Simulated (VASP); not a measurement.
The system is PbSe.

```
Pb Se
1.0
     0.00000    3.06969    3.06969
     3.06969    0.00000    3.06969
     3.06969    3.06969    0.00000
Pb Se
1 1
Cartesian
  0.0000 0.0000 0.0000
  3.0697 3.0697 3.0697
```

Base run:

| Property | Result |
| --- | --- |
| Program | VASP 6.6.1 |
| Functional | r2SCAN |
| Potentials or basis | VASP PAW PBE potentials, release 64 (Pb_d, Se) |
| Cutoff | 550 eV |
| k mesh | 6 × 6 × 6 |
| Occupations | gaussian, width 0.01 eV |
| Spin | no spin polarisation |

Its results: band gap on the k mesh 0.61 eV; pressure 1.0 GPa.

Question: The run is repeated on the same cell with these changes: functional from r2SCAN to PBE; cutoff from 550 eV to 500 eV. What comes out?

Answer: Band gap on the k mesh 0.32 eV; pressure 1.9 GPa.

Caveats: spin-orbit coupling is left out, which moves the levels of the heavy elements; the PAW data sets were made with another functional, which shifts forces and pressure a little (at least some runs).

A k mesh can miss the band edges.
